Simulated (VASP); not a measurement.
# Co (P6_3/mmc) in VASP: settings compared

The runs below take Co through single point, with PBE, RPBE+D3(BJ).

Program: VASP 6.6.1. These are calculated values, not measurements. Logs are shortened: lines on timing, memory, paths and dates and some standing lists are left out, and cuts for length are marked.

## (1) The cell of the first run

It takes space group P6_3/mmc (No. 194, hexagonal). The conventional cell has a = 2.471 Å, b = 2.471 Å, c = 8.088 Å, α = 90.00°, β = 90.00°, γ = 120.00°. Within 3.3 Å of Co (site symmetry -6m2) lie 12 Co at 2.47 Å. Co (site symmetry -3m) has 12 Co at 2.47 Å within 3.3 Å.

## (2) Single point, PBE, collinear spin, ferromagnetic start

INCAR

```
  ALGO = Normal
  EDIFF = 1E-6
  ENCUT = 690
  GGA = PE
  GGA_COMPAT = F
  ISIF = 2
  ISMEAR = 0
  ISPIN = 2
  LASPH = T
  LCHARG = T
  LELF = T
  LMAXMIX = 4
  LORBIT = 11
  LREAL = F
  LVHAR = T
  LWAVE = F
  MAGMOM = 2 2 2 2
  NBANDS = 46
  NELM = 200
  PREC = Accurate
  SIGMA = 0.027000000000000003
```

KPOINTS

```
k-points
0
Gamma
  12 12 4
```

POSCAR

```
Co
1.0
    2.4705617809      0.0000000000      0.0000000000
   -1.2352808905      2.1395692639      0.0000000000
    0.0000000000      0.0000000000      8.0882338000
Co
4
Direct
    0.6666666667      0.3333333333      0.7500000000
    0.0000000000      0.0000000000      0.5000000000
    0.3333333333      0.6666666667      0.2500000000
    0.0000000000      0.0000000000      0.0000000000
```

Potentials or basis: VASP PAW PBE potentials, release 64 (Co_sv).

Started as:

```
$ cat potpaw_PBE.64/Co_sv/POTCAR > POTCAR
$ mpirun -np 1 vasp_std > vasp.out
```

OUTCAR:

```text
EDIFF = 1E-6
   ENCUT = 690
   GGA = PE
   ISIF = 2
   ISMEAR = 0
   ISPIN = 2
   LASPH = T
   LORBIT = 11
   LREAL = F
   NELM = 200
   PREC = Accurate

 ion  position               nearest neighbor table
   1  0.667  0.333  0.750-   2 2.47   4 2.47   2 2.47   4 2.47   2 2.47   4 2.47
   2  0.000  0.000  0.500-   1 2.47   3 2.47   1 2.47   3 2.47   1 2.47   3 2.47
   3  0.333  0.667  0.250-   2 2.47   4 2.47   2 2.47   4 2.47   2 2.47   4 2.47
   4  0.000  0.000  0.000-   1 2.47   3 2.47   1 2.47   3 2.47   1 2.47   3 2.47

  LATTYP: Found a hexagonal cell.
 ALAT       =     2.4705617809
 C/A-ratio  =     3.2738439745

  Lattice vectors:

 A1 = (   2.4705617809,   0.0000000000,   0.0000000000)
 A2 = (  -1.2352808905,   2.1395692639,   0.0000000000)
 A3 = (   0.0000000000,   0.0000000000,   8.0882338000)

Analysis of symmetry for initial positions (statically):
=====================================================================
 Subroutine PRICEL returns:
 Original cell was already a primitive cell.

 Routine SETGRP: Setting up the symmetry group for a
 hexagonal supercell.

 Subroutine GETGRP returns: Found 24 space group operations
 (whereof 12 operations were pure point group operations)
 out of a pool of 24 trial point group operations.

The static configuration has the point symmetry D_3d.
 The point group associated with its full space group is D_6h.

Analysis of symmetry for dynamics (positions and initial velocities):
=====================================================================
 Subroutine PRICEL returns:
 Original cell was already a primitive cell.

 Routine SETGRP: Setting up the symmetry group for a
 hexagonal supercell.

 Subroutine GETGRP returns: Found 24 space group operations
 (whereof 12 operations were pure point group operations)
 out of a pool of 24 trial point group operations.

The dynamic configuration has the point symmetry D_3d.
 The point group associated with its full space group is D_6h.

Analysis of structural, dynamic, and magnetic symmetry:
=====================================================================
 Subroutine PRICEL returns:
 Original cell was already a primitive cell.

 Routine SETGRP: Setting up the symmetry group for a
 hexagonal supercell.

 Subroutine GETGRP returns: Found 24 space group operations
 (whereof 12 operations were pure point group operations)
 out of a pool of 24 trial point group operations.

The overall configuration has the point symmetry D_3d.
 The point group associated with its full space group is D_6h.

 Subroutine INISYM returns: Found 24 space group operations
 (whereof 12 operations are pure point group operations),
 and found     1 'primitive' translations

----------------------------------------------------------------------------------------

                                     Primitive cell

  volume of cell :      42.7539

  direct lattice vectors                    reciprocal lattice vectors
     2.470561781  0.000000000  0.000000000     0.404766239  0.233691897  0.000000000
    -1.235280890  2.139569264  0.000000000     0.000000000  0.467383794  0.000000000
     0.000000000  0.000000000  8.088233800     0.000000000  0.000000000  0.123636386

  length of vectors
     2.470561781  2.470561781  8.088233800     0.467383794  0.467383794  0.123636386

  position of ions in fractional coordinates (direct lattice)
     0.666666667  0.333333333  0.750000000
     0.000000000  0.000000000  0.500000000
     0.333333333  0.666666667  0.250000000
     0.000000000  0.000000000  0.000000000

  ion indices of the primitive-cell ions
   primitive index   ion index
                 1           1
                 2           2
                 3           3
                 4           4

----------------------------------------------------------------------------------------

 KPOINTS: k-points

Automatic generation of k-mesh.
 Grid dimensions read from file:
 generate k-points for:   12   12    4

 Generating k-lattice:

  Cartesian coordinates                     Fractional coordinates (reciprocal lattice)
     0.033730520  0.019474325  0.000000000     0.083333333  0.000000000  0.000000000
     0.000000000  0.038948649  0.000000000     0.000000000  0.083333333  0.000000000
     0.000000000  0.000000000  0.030909097     0.000000000  0.000000000  0.250000000

  Length of vectors
     0.038948649  0.038948649  0.030909097

  Shift w.r.t. Gamma in fractional coordinates (k-lattice)
     0.000000000  0.000000000  0.000000000

 Subroutine IBZKPT returns following result:
 ===========================================

 Found     57 irreducible k-points:

 Following reciprocal coordinates:
            Coordinates               Weight
  0.000000  0.000000  0.000000      1.000000
  0.083333  0.000000  0.000000      6.000000
  0.166667 -0.000000  0.000000      6.000000
  0.250000  0.000000  0.000000      6.000000
  0.333333  0.000000  0.000000      6.000000
  0.416667  0.000000  0.000000      6.000000
[... 16 lines left out ...]
  0.250000  0.000000  0.250000     12.000000
  0.333333  0.000000  0.250000     12.000000
 [... further k-points ...]
   k-points           NKPTS =     57   k-points in BZ     NKDIM =     57   number of bands    NBANDS=     46
   number of dos      NEDOS =    301   number of ions     NIONS =      4
   total plane-waves  NPLWV =  40320
   dimension x,y,z NGX =    24 NGY =   24 NGZ =   70
   dimension x,y,z NGXF=    48 NGYF=   48 NGZF=  140
   ions per type =               4
   NGX,Y,Z   is equivalent  to a cutoff of  16.15, 16.15, 14.39 a.u.
   NGXF,Y,Z  is equivalent  to a cutoff of  32.30, 32.30, 28.78 a.u.
 SYSTEM =  unknown system
   PREC   = accura    normal or accurate (medium, high low for compatibility)
   ISTART =      0    job   : 0-new  1-cont  2-samecut
   ICHARG =      2    charge: 1-file 2-atom 10-const
   ISPIN  =      2    spin polarized calculation?
   LNONCOLLINEAR =      F non collinear calculations
   LSORBIT =      F    spin-orbit coupling
   LASPH  =      T    aspherical Exc in radial PAW
   ENCUT  =  690.0 eV  50.71 Ry    7.12 a.u.   5.29  5.29 17.32*2*pi/ulx,y,z
   NELM   =    200;   NELMIN=  2; NELMDL= -5     # of ELM steps
   EDIFF  = 0.1E-05   stopping-criterion for ELM
   LREAL  =      F    real-space projection
   EDIFFG = 0.1E-04   stopping-criterion for IOM
   NSW    =      0    number of steps for IOM
   IBRION =     -1    ionic relax: 0-MD 1-quasi-New 2-CG
   NFREE  =      0    steps in history (QN), initial steepest desc. (CG)
   ISIF   =      2    stress and relaxation
   ISYM   =      2    0-nonsym 1-usesym 2-fastsym
   POTIM  = 0.5000    time-step for ionic-motion
   TEBEG  =    0.0;   TEEND  =   0.0 temperature during run
   PSTRESS=    0.0 pullay stress
   NELECT =      68.0000    total number of electrons
   NUPDOWN=      -1.0000    fix difference up-down
   EMIN   =  10.00;   EMAX   =-10.00  energy-range for DOS
   EFERMI =   0.00;   METHOD = LEGACY
   ISMEAR =     0;   SIGMA  =   0.03  broadening in eV -4-tet -1-fermi 0-gaus
   EFERMI_NEDOS =   21; number of points for ismear=-14 and -15
   IALGO  =     38    algorithm
   IMIX   =      4    mixing-type and parameters
     AMIX     =   0.40;   BMIX     =  1.00
     AMIX_MAG =   1.60;   BMIX_MAG =  1.00
  volume/ion in A,a.u.               =      10.69        72.13
  Fermi-wavevector in a.u.,A,eV,Ry     =   1.910964  3.611199 49.685539  3.651784
  Thomas-Fermi vector in A             =   2.947679
   LORBIT       =     11    0 simple, 1 ext, 2 COOP (PROOUT), +10 PAW based schemes
   GGA     = PE    functional components
   LHFCALC =     F    Hartree Fock is set to
   AEXX    =    0.0000 exact exchange contribution
   IVDW    =     0    specifies the selected vdW correction
   LEPSILON=     F    determine dielectric tensor
   LRPA    =     F    only Hartree local field effects (RPA)
 spin polarized calculation
 Gauss-broadening in eV      SIGMA  =   0.03
  energy-cutoff  :      690.00
  volume of cell :       42.75
 maximum number of plane-waves:      1776
 NGX is ok and might be reduce to    24
   NGX = 11   NGY = 11   NGZ = 35

 number of electron      68.0000032 magnetization       6.6217212

 Free energy of the ion-electron system (eV)
  ---------------------------------------------------
  ext. energy  EPLUGINS =         0.00000000
  ---------------------------------------------------
  free energy    TOTEN  =       -28.45060423 eV

  energy without entropy =      -28.44902011  energy(sigma->0) =      -28.44981217

 E-fermi :  12.3176     XC(G=0): -13.9995

 val. band max:       12.3174874643   @ k =   0.2500   0.0000   0.2500
 cond. band min:      12.3208677384   @ k =   0.2500   0.0833   0.0000
 fundamental gap:      0.0033802741
 Fermi energy:        12.3176388602

 spin component 1

 k-point     1 :       0.0000    0.0000    0.0000
  band No.  band energies     occupation
      1     -83.8828      1.00000
      2     -83.8692      1.00000
      3     -83.8230      1.00000
      4     -83.8092      1.00000
      5     -47.2859      1.00000
      6     -47.1588      1.00000
[... 38 lines left out ...]
     45      34.7220      0.00000
     46      35.6602      0.00000
[... 1086 lines left out ...]
      6     -47.1926      1.00000
[... 38 lines left out ...]
     45      26.9934      0.00000
     46      27.8418      0.00000

 [... further k-points ...]

 spin component 2

 k-point     1 :       0.0000    0.0000    0.0000
  band No.  band energies     occupation
      1     -81.7677      1.00000
      2     -81.7426      1.00000
      3     -81.7300      1.00000
      4     -81.7048      1.00000
      5     -45.2369      1.00000
      6     -45.0708      1.00000
[... 38 lines left out ...]
     45      34.4024      0.00000
     46      35.3762      0.00000
[... 1086 lines left out ...]
      6     -45.1420      1.00000
[... 38 lines left out ...]
     45      27.3853      0.00000
     46      28.2689      0.00000

 [... further k-points ...]

------------------------ aborting loop because EDIFF is reached ----------------------------------------

  FORCE on cell =-STRESS in cart. coord.  units (eV):
  Direction    XX          YY          ZZ          XY          YZ          ZX
  --------------------------------------------------------------------------------------
  -------------------------------------------------------------------------------------
  Total        1.3008276      1.3008276      0.0717594     -0.0000000      0.0000000      0.0000000
  in kB       48.7477492     48.7477492      2.6891425     -0.0000000      0.0000000      0.0000000
  external PRESSURE =      33.3948803 kB  Pullay stress =       0.0000000 kB

 VOLUME and BASIS-vectors are now :
 -----------------------------------------------------------------------------
  energy-cutoff  :      690.00
  volume of cell :       42.75
      direct lattice vectors                 reciprocal lattice vectors
     2.470561781  0.000000000  0.000000000     0.404766239  0.233691897  0.000000000
    -1.235280890  2.139569264  0.000000000     0.000000000  0.467383794  0.000000000
     0.000000000  0.000000000  8.088233800     0.000000000  0.000000000  0.123636386

 POSITION                                       TOTAL-FORCE (eV/Angst)
 -----------------------------------------------------------------------------------
      1.23528      0.71319      6.06618         0.000000      0.000000     -0.000000
      0.00000      0.00000      4.04412        -0.000000      0.000000      0.000000
     -0.00000      1.42638      2.02206        -0.000000     -0.000000      0.000000
      0.00000      0.00000      0.00000        -0.000000      0.000000      0.000000
 -----------------------------------------------------------------------------------
    total drift:                               -0.000000      0.000000      0.000000

  FREE ENERGIE OF THE ION-ELECTRON SYSTEM (eV)
  ---------------------------------------------------
  free  energy   TOTEN  =       -28.4506042339 eV

  energy  without entropy=      -28.4490201082  energy(sigma->0) =      -28.44981217

 total charge

# of ion       s       p       d       tot
------------------------------------------
    1        2.250   6.126   6.687  15.063
    2        2.250   6.124   6.695  15.070
    3        2.250   6.126   6.687  15.063
    4        2.250   6.124   6.695  15.070
--------------------------------------------------
tot          9.001  24.501  26.763  60.265

 magnetization (x)

# of ion       s       p       d       tot
------------------------------------------
    1       -0.003  -0.013   1.749   1.732
    2       -0.003  -0.013   1.721   1.705
    3       -0.003  -0.013   1.749   1.732
    4       -0.003  -0.013   1.721   1.705
--------------------------------------------------
tot         -0.014  -0.052   6.941   6.875
```

It took 6.7 min on 1 thread of Intel Xeon Platinum 8175M at 2.50GHz (Skylake/Cascade Lake), shared host; peak memory 0.36 GiB.

What came out:

```yaml
Free_energy: -28.4506 eV
Pressure: 3.3 GPa
Net_moment: 6.62 μB per cell
Site_moments: Co +1.73, +1.71 (each value once) μB
Valence_electrons_inside_the_program's_atomic_spheres: Co 15.06, 15.07 (each value once)
```

Stress tensor (GPa, compression positive):
```
4.87 0.00 0.00
0.00 4.87 0.00
0.00 0.00 0.27
```

Levels at points of the mesh, in eV from the Fermi level:
Spin up:
```tsv
k point	band 35	band 36	band 37	band 38	band 39	band 40	band 41	band 42
(0.00, 0.00, 0.00)	-1.53	-1.20	-1.20	-0.81	-0.81	-0.38	6.20	14.72
(0.50, 0.00, 0.00)	-0.54	-0.53	0.20	1.30	2.45	3.07	7.00	7.02
(0.00, 0.00, 0.50)	-1.68	-1.68	-0.98	-0.98	-0.98	-0.98	9.19	9.19
(0.50, 0.00, 0.50)	-0.57	-0.57	1.20	1.20	2.76	2.76	7.34	7.34
```
Spin down:
```tsv
k point	band 28	band 29	band 30	band 31	band 32	band 33
(0.00, 0.00, 0.00)	-0.84	-0.84	-0.79	-0.79	-0.43	0.09
(0.50, 0.00, 0.00)	-0.08	-0.04	0.44	1.24	1.26	1.27
(0.00, 0.00, 0.50)	-1.04	-0.94	-0.94	-0.94	-0.94	0.27
(0.50, 0.00, 0.50)	-0.84	-0.25	-0.25	0.85	0.85	1.26
```

Caveat: the cell stands under pressure.

(Continued in part 2 of 3.)
